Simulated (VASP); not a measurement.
# Be2Cd in VASP: a series of runs

Runs on Be2Cd. Level: PBE. Tasks: single point.

All numbers are computed with VASP 6.6.1; they aren't measurements. Logs are shortened: lines on timing, memory, paths and dates and some standing lists are left out, and cuts for length are marked.

## Step 1: The cell of the first run

The typed cell holds 6 atoms: a = 8.382 Å, b = 3.399 Å, c = 2.860 Å, α = 90.00°, β = 90.00°, γ = 90.00°.

## Step 2: Single point, PBE

File INCAR:

```
SYSTEM = Be2Cd
  PREC = Accurate
  ENCUT = 520
  EDIFF = 1E-6
  ISMEAR = 0
  SIGMA = 0.1
  LREAL = .FALSE.
  LASPH = .TRUE.
  NELM = 100
  ALGO = Normal
  ISIF = 2
  LWAVE = .FALSE.
  LCHARG = .TRUE.
  GGA = PE
  LELF = .TRUE.
  LVHAR = .TRUE.
  NBANDS = 25
```

File KPOINTS:

```
regular mesh
0
G
  4 4 6
  0 0 0
```

File POSCAR:

```
Be2Cd
1.0
    8.3818367257      0.0000000000      0.0000000000
    0.0000000000      3.3988699668      0.0000000000
    0.0000000000      0.0000000000      2.8602213010
Be Cd
4 2
Direct
    0.2551347317      0.9997733847      0.5000000000
    0.7551347317      0.5002266153      0.0000000000
    0.7448652683      0.0002266153      0.5000000000
    0.2448652683      0.4997733847      0.0000000000
    0.5000000000      0.5000000000      0.5000000000
    0.0000000000      0.0000000000      0.0000000000
```

Potentials or basis: VASP PAW PBE potentials, release 64 (Be, Cd).

On the command line:

```console
cat potpaw_PBE.64/Be/POTCAR potpaw_PBE.64/Cd/POTCAR > POTCAR
mpirun -np 1 vasp_std > vasp.out
```

OUTCAR:

```text
SYSTEM = Be2Cd
   PREC = Accurate
   ENCUT = 520
   EDIFF = 1E-6
   ISMEAR = 0
   LREAL = .FALSE.
   LASPH = .TRUE.
   NELM = 100
   ISIF = 2
   GGA = PE

 ion  position               nearest neighbor table
   1  0.255  1.000  0.500-   4 2.22   4 2.22   4 2.22   4 2.22   6 2.57   6 2.57   5 2.66   5 2.67

   2  0.755  0.500  0.000-   3 2.22   3 2.22   3 2.22   3 2.22   5 2.57   5 2.57   6 2.66   6 2.67

   3  0.745  0.000  0.500-   2 2.22   2 2.22   2 2.22   2 2.22   6 2.57   6 2.57   5 2.66   5 2.67

   4  0.245  0.500  0.000-   1 2.22   1 2.22   1 2.22   1 2.22   5 2.57   5 2.57   6 2.66   6 2.67

   5  0.500  0.500  0.500-   2 2.57   4 2.57   2 2.57   4 2.57   3 2.66   1 2.66   3 2.67   1 2.67

   6  0.000  0.000  0.000-   1 2.57   3 2.57   1 2.57   3 2.57   2 2.66   4 2.66   2 2.67   4 2.67

  LATTYP: Found a simple orthorhombic cell.
 ALAT       =     2.8602213010
 B/A-ratio  =     1.1883241222
 C/A-ratio  =     2.9304853868

  Lattice vectors:

 A1 = (   0.0000000000,   0.0000000000,  -2.8602213010)
 A2 = (   0.0000000000,   3.3988699668,   0.0000000000)
 A3 = (   8.3818367257,   0.0000000000,   0.0000000000)

Analysis of symmetry for initial positions (statically):
=====================================================================
 Subroutine PRICEL returns:
 Original cell was already a primitive cell.

 Routine SETGRP: Setting up the symmetry group for a
 simple orthorhombic supercell.

 Subroutine GETGRP returns: Found  8 space group operations
 (whereof  4 operations were pure point group operations)
 out of a pool of  8 trial point group operations.

The static configuration has the point symmetry C_2h.
 The point group associated with its full space group is D_2h.

Analysis of symmetry for dynamics (positions and initial velocities):
=====================================================================
 Subroutine PRICEL returns:
 Original cell was already a primitive cell.

 Routine SETGRP: Setting up the symmetry group for a
 simple orthorhombic supercell.

 Subroutine GETGRP returns: Found  8 space group operations
 (whereof  4 operations were pure point group operations)
 out of a pool of  8 trial point group operations.

The dynamic configuration has the point symmetry C_2h.
 The point group associated with its full space group is D_2h.

 Subroutine INISYM returns: Found  8 space group operations
 (whereof  4 operations are pure point group operations),
 and found     1 'primitive' translations

----------------------------------------------------------------------------------------

                                     Primitive cell

  volume of cell :      81.4842

  direct lattice vectors                    reciprocal lattice vectors
     8.381836726  0.000000000  0.000000000     0.119305593  0.000000000  0.000000000
     0.000000000  3.398869967  0.000000000     0.000000000  0.294215433  0.000000000
     0.000000000  0.000000000  2.860221301     0.000000000  0.000000000  0.349623297

  length of vectors
     8.381836726  3.398869967  2.860221301     0.119305593  0.294215433  0.349623297

  position of ions in fractional coordinates (direct lattice)
     0.255134732  0.999773385  0.500000000
     0.755134732  0.500226615  0.000000000
     0.744865268  0.000226615  0.500000000
     0.244865268  0.499773385  0.000000000
     0.500000000  0.500000000  0.500000000
     0.000000000  0.000000000  0.000000000

  ion indices of the primitive-cell ions
   primitive index   ion index
                 1           1
                 2           2
                 3           3
                 4           4
                 5           5
                 6           6

----------------------------------------------------------------------------------------

 KPOINTS: regular mesh

Automatic generation of k-mesh.
 Grid dimensions read from file:
 generate k-points for:    4    4    6

 Generating k-lattice:

  Cartesian coordinates                     Fractional coordinates (reciprocal lattice)
     0.029826398  0.000000000  0.000000000     0.250000000  0.000000000  0.000000000
     0.000000000  0.073553858  0.000000000     0.000000000  0.250000000  0.000000000
     0.000000000  0.000000000  0.058270549     0.000000000  0.000000000  0.166666667

  Length of vectors
     0.029826398  0.073553858  0.058270549

  Shift w.r.t. Gamma in fractional coordinates (k-lattice)
     0.000000000  0.000000000  0.000000000

 Subroutine IBZKPT returns following result:
 ===========================================

 Found     36 irreducible k-points:

 Following reciprocal coordinates:
            Coordinates               Weight
  0.000000  0.000000  0.000000      1.000000
  0.250000  0.000000  0.000000      2.000000
  0.500000  0.000000  0.000000      1.000000
  0.000000  0.250000  0.000000      2.000000
  0.250000  0.250000  0.000000      4.000000
  0.500000  0.250000  0.000000      2.000000
[... 16 lines left out ...]
  0.250000  0.250000  0.333333      8.000000
  0.500000  0.250000  0.333333      4.000000
 [... further k-points ...]
   k-points           NKPTS =     36   k-points in BZ     NKDIM =     36   number of bands    NBANDS=     25
   number of dos      NEDOS =    301   number of ions     NIONS =      6
   total plane-waves  NPLWV =  43008
   dimension x,y,z NGX =    64 NGY =   28 NGZ =   24
   dimension x,y,z NGXF=   128 NGYF=   56 NGZF=   48
   ions per type =               4   2
   NGX,Y,Z   is equivalent  to a cutoff of  12.69, 13.70, 13.95 a.u.
   NGXF,Y,Z  is equivalent  to a cutoff of  25.39, 27.39, 27.90 a.u.
 SYSTEM =  Be2Cd
   PREC   = accura    normal or accurate (medium, high low for compatibility)
   ISTART =      0    job   : 0-new  1-cont  2-samecut
   ICHARG =      2    charge: 1-file 2-atom 10-const
   ISPIN  =      1    spin polarized calculation?
   LNONCOLLINEAR =      F non collinear calculations
   LSORBIT =      F    spin-orbit coupling
   LASPH  =      T    aspherical Exc in radial PAW
   ENCUT  =  520.0 eV  38.22 Ry    6.18 a.u.  15.58  6.32  5.32*2*pi/ulx,y,z
   NELM   =    100;   NELMIN=  2; NELMDL= -5     # of ELM steps
   EDIFF  = 0.1E-05   stopping-criterion for ELM
   LREAL  =      F    real-space projection
   EDIFFG = 0.1E-04   stopping-criterion for IOM
   NSW    =      0    number of steps for IOM
   IBRION =     -1    ionic relax: 0-MD 1-quasi-New 2-CG
   NFREE  =      0    steps in history (QN), initial steepest desc. (CG)
   ISIF   =      2    stress and relaxation
   ISYM   =      2    0-nonsym 1-usesym 2-fastsym
   POTIM  = 0.5000    time-step for ionic-motion
   TEBEG  =    0.0;   TEEND  =   0.0 temperature during run
   PSTRESS=    0.0 pullay stress
   NELECT =      32.0000    total number of electrons
   NUPDOWN=      -1.0000    fix difference up-down
   EMIN   =  10.00;   EMAX   =-10.00  energy-range for DOS
   EFERMI =   0.00;   METHOD = LEGACY
   ISMEAR =     0;   SIGMA  =   0.10  broadening in eV -4-tet -1-fermi 0-gaus
   EFERMI_NEDOS =   21; number of points for ismear=-14 and -15
   IALGO  =     38    algorithm
   IMIX   =      4    mixing-type and parameters
     AMIX     =   0.40;   BMIX     =  1.00
     AMIX_MAG =   1.60;   BMIX_MAG =  1.00
  volume/ion in A,a.u.               =      13.58        91.65
  Fermi-wavevector in a.u.,A,eV,Ry     =   1.198856  2.265509 19.555052  1.437256
  Thomas-Fermi vector in A             =   2.334734
   LORBIT       =      0    0 simple, 1 ext, 2 COOP (PROOUT), +10 PAW based schemes
   GGA     = PE    functional components
   LHFCALC =     F    Hartree Fock is set to
   AEXX    =    0.0000 exact exchange contribution
   IVDW    =     0    specifies the selected vdW correction
   LEPSILON=     F    determine dielectric tensor
   LRPA    =     F    only Hartree local field effects (RPA)
 non-spin polarized calculation
 Gauss-broadening in eV      SIGMA  =   0.10
  energy-cutoff  :      520.00
  volume of cell :       81.48
 maximum number of plane-waves:      2224
 NGX is ok and might be reduce to    64

 number of electron      32.0000007 magnetization

 Free energy of the ion-electron system (eV)
  ---------------------------------------------------
  ext. energy  EPLUGINS =         0.00000000
  ---------------------------------------------------
  free energy    TOTEN  =       -13.94251359 eV

  energy without entropy =      -13.93580053  energy(sigma->0) =      -13.93915706

 E-fermi :   3.9353     XC(G=0): -10.5283

 val. band max:        3.8780633670   @ k =   0.2500   0.2500   0.3333
 cond. band min:       4.2434421226   @ k =   0.5000   0.0000   0.0000
 fundamental gap:      0.3653787556
 Fermi energy:         3.9352576651

 k-point     1 :       0.0000    0.0000    0.0000
  band No.  band energies     occupation
      1      -5.9103      2.00000
      2      -5.9040      2.00000
      3      -5.8918      2.00000
      4      -5.3076      2.00000
      5      -5.1122      2.00000
      6      -5.0237      2.00000
[... 17 lines left out ...]
     24      11.6464      0.00000
     25      12.5204      0.00000

 k-point     2 :       0.2500    0.0000    0.0000
  band No.  band energies     occupation
      1      -5.9068      2.00000
      2      -5.9044      2.00000
      3      -5.7859      2.00000
      4      -5.3457      2.00000
      5      -5.0956      2.00000
      6      -5.0134      2.00000
[... 17 lines left out ...]
     24      11.1959      0.00000
     25      11.5782      0.00000

 k-point     3 :       0.5000    0.0000    0.0000
  band No.  band energies     occupation
      1      -5.9054      2.00000
      2      -5.9054      2.00000
      3      -5.5244      2.00000
      4      -5.5244      2.00000
      5      -5.0550      2.00000
      6      -5.0550      2.00000
[... 552 lines left out ...]
 k-point    23 :       0.2500    0.2500    0.3333
  band No.  band energies     occupation
      1      -5.5558      2.00000
      2      -5.5183      2.00000
      3      -5.2666      2.00000
      4      -5.2115      2.00000
      5      -5.1695      2.00000
      6      -5.1273      2.00000
[... 17 lines left out ...]
     24      10.2226      0.00000
     25      11.0106      0.00000

 k-point    24 :       0.5000    0.2500    0.3333
  band No.  band energies     occupation
      1      -5.5496      2.00000
      2      -5.5496      2.00000
      3      -5.1962      2.00000
      4      -5.1962      2.00000
      5      -5.1795      2.00000
      6      -5.1795      2.00000
[... 17 lines left out ...]
     24       9.5076      0.00000
     25      11.0627      0.00000

 [... further k-points ...]
[... 5 lines left out ...]
  --------------------------------------------------------------------------------------
  -------------------------------------------------------------------------------------
  Total        0.1609255      0.0826157      0.1415893     -0.0000000      0.0000000      0.0000000
  in kB        3.1641871      1.6244247      2.7839903     -0.0000000      0.0000000      0.0000000
  external PRESSURE =       2.5242007 kB  Pullay stress =       0.0000000 kB

 VOLUME and BASIS-vectors are now :
 -----------------------------------------------------------------------------
  energy-cutoff  :      520.00
  volume of cell :       81.48
      direct lattice vectors                 reciprocal lattice vectors
     8.381836726  0.000000000  0.000000000     0.119305593  0.000000000  0.000000000
     0.000000000  3.398869967  0.000000000     0.000000000  0.294215433  0.000000000
     0.000000000  0.000000000  2.860221301     0.000000000  0.000000000  0.349623297

 POSITION                                       TOTAL-FORCE (eV/Angst)
 -----------------------------------------------------------------------------------
      2.13850      3.39810      1.43011         0.006778      0.000743      0.000000
      6.32942      1.70021      0.00000         0.006778     -0.000743      0.000000
      6.24334      0.00077      1.43011        -0.006778     -0.000743      0.000000
      2.05242      1.69866      0.00000        -0.006778      0.000743      0.000000
      4.19092      1.69943      1.43011        -0.000000     -0.000000      0.000000
      0.00000      0.00000      0.00000        -0.000000     -0.000000      0.000000
 -----------------------------------------------------------------------------------
    total drift:                                0.000000     -0.000000     -0.000000

  FREE ENERGIE OF THE ION-ELECTRON SYSTEM (eV)
  ---------------------------------------------------
  free  energy   TOTEN  =       -13.9425135912 eV

  energy  without entropy=      -13.9358005338  energy(sigma->0) =      -13.93915706
```

Wall time 67 s (1 thread of Intel Xeon Platinum 8375C at 2.90GHz (Ice Lake), shared host); peak memory 0.22 GiB.

What came out:

- Free energy: -13.9425 eV
- Pressure: 0.3 GPa
- Largest force: 0.007 eV/Å
- Band gap on the k mesh: zero (bands 16 and 17 overlap by 1.95 eV)

Forces in eV/Å, atoms in the order of the input:
```
Be   0.007  0.001  0.000
Be   0.007 -0.001  0.000
Be  -0.007 -0.001  0.000
Be  -0.007  0.001  0.000
Cd   0.000  0.000  0.000
Cd   0.000  0.000  0.000
```

Levels at points of the mesh, in eV from the Fermi level:
```
           k point  band 14  band 15  band 16  band 17  band 18  band 19
(0.00, 0.00, 0.00)    -2.66    -0.20     0.94     0.96     4.04     4.86
(0.50, 0.00, 0.00)    -4.93     0.31     0.31     4.07     4.07     4.41
(0.00, 0.50, 0.00)    -4.83    -3.41    -3.41     1.44     1.44     3.08
(0.50, 0.50, 0.00)    -5.75    -1.93    -1.93    -0.74    -0.74     5.97
(0.00, 0.00, 0.50)    -3.72    -2.12    -2.12     2.70     2.70     3.85
(0.50, 0.00, 0.50)    -4.15    -0.86    -0.86     0.51     0.51     4.33
(0.00, 0.50, 0.50)    -2.91    -1.53    -1.53    -0.06    -0.06     1.78
(0.50, 0.50, 0.50)    -2.94    -1.31    -1.31    -0.61    -0.61     3.29
```

Caveat: the k points lie up to 0.46 Å⁻¹ apart, too coarse for converged energies and pressures of a metal.

## Step 3: Single point, PBE

This run uses another cell than the first one: it holds 3 atoms, not 6.

File INCAR:

```
SYSTEM = Be2Cd
ALGO     = Fast           ! electronic algorithm
EDIFF    = 1E-6           ! SCF threshold, eV
ENCUT    = 520            ! plane-wave cutoff, eV
GGA      = PE             ! functional
ISIF     = 2              ! what is computed and relaxed
ISMEAR   = 0              ! smearing method
LASPH    = .True.         ! aspherical terms in the spheres
LCHARG   = .True.         ! write CHGCAR
LELF     = .True.         ! ELF
LREAL    = .False.        ! projectors in reciprocal space
LVHAR    = .True.       
LWAVE    = .False.        ! write WAVECAR
NBANDS   = 15             ! bands
NELM     = 60             ! most SCF steps
PREC     = Accurate       ! precision mode
SIGMA    = 0.1            ! smearing width, eV
```

File KPOINTS:

```
k-points
0
Gamma
  22 22 22
  0 0 0
```

File POSCAR:

```
Be2Cd
1.0
   -1.3176924664      1.8392705887      4.3194209456
    1.3176924664     -1.8392705887      4.3194209456
    1.3176924664      1.8392705887     -4.3194209456
Be Cd
2 1
Direct
    0.7455056683      0.2455056683      0.5000000000
    0.2544943317      0.7544943317      0.5000000000
    0.0000000000      0.0000000000      0.0000000000
```

Potentials or basis: VASP PAW PBE potentials, release 64 (Be, Cd).

On the command line:

```console
cat potpaw_PBE.64/Be/POTCAR potpaw_PBE.64/Cd/POTCAR > POTCAR
mpirun -np 1 vasp_std > vasp.out
```

Wall time 15 min (1 thread of Intel Xeon Platinum 8124M at 3.00GHz (Skylake/Cascade Lake), shared host); peak memory 1 GiB.

It converged, with:

```yaml
Free_energy: -6.9417 eV
Pressure: 0.4 GPa
Largest_force: 0.008 eV/Å
Band_gap_on_the_k_mesh: zero (bands 8 and 9 overlap by 2.80 eV)
```

Forces in eV/Å, atoms in the order of the input:
```
Be   0.000  0.000 -0.008
Be   0.000  0.000  0.008
Cd   0.000  0.000  0.000
```

Stress tensor (GPa, compression positive):
```
0.64 0.00 0.00
0.00 0.18 0.00
0.00 0.00 0.32
```

Levels at points of the mesh, in eV from the Fermi level:
| k point | band 6 | band 7 | band 8 | band 9 | band 10 | band 11 |
| --- | --- | --- | --- | --- | --- | --- |
| (0.00, 0.00, 0.00) | -8.41 | -2.85 | -0.23 | 0.30 | 4.33 | 4.45 |
| (0.50, 0.00, 0.00) | -6.30 | -5.97 | -2.28 | -1.51 | 5.02 | 6.15 |
| (0.00, 0.50, 0.00) | -4.08 | -3.24 | -0.42 | 1.29 | 3.97 | 4.61 |
| (0.50, 0.50, 0.00) | -2.70 | -2.50 | -1.28 | 0.60 | 2.09 | 3.82 |
| (0.50, 0.50, 0.50) | -7.60 | -7.23 | -1.37 | 4.03 | 6.37 | 6.88 |

The gap in the log of VASP goes by the Fermi energy; the results here count the filled bands.